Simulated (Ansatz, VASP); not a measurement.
**Au in VASP and in Ansatz**

```
Au
1.0
     2.90000    0.00000    0.00000
    -1.45000    2.51147    0.00000
     0.00000    0.00000    4.95320
Au
2
Direct
  0.33333 0.66667 0.75000
  0.66667 0.33333 0.25000
```

Change from the starting cell: strain +0.000 along x and y, +0.015 along z, atoms carried along.

Alike in both runs: task single point; functional r2SCAN; k mesh 18 × 18 × 10; occupations gaussian, width 0.15 eV; no spin polarisation.

```csv
,VASP,Ansatz
version,VASP 6.6.1,Ansatz 0.2.0
potentials or method,"VASP PAW PBE potentials, release 64 (Au), cutoff 520 eV","scalar-relativistic, plane waves, PAW"
valence electrons in the cell,22,38
```

```csv
,VASP,Ansatz,Ansatz less VASP
gap on the k mesh at the Fermi level (eV),none,none,-
pressure (GPa),-3.2,-3.4,-0.21
"traceless stress, the component that is largest in VASP (GPa)",-0.31,-0.26,+0.045
```

VASP's potentials were made for PBE, not for r2SCAN. A gap of «none» marks a metal or a gap that the smearing closes. With one functional, cell and mesh, what is left measures potentials, basis and numerics. VASP's potentials hold 22 valence electrons a cell and Ansatz's 38, so a difference there can come from the potentials and not from the codes.

Neither program's run includes spin-orbit coupling.
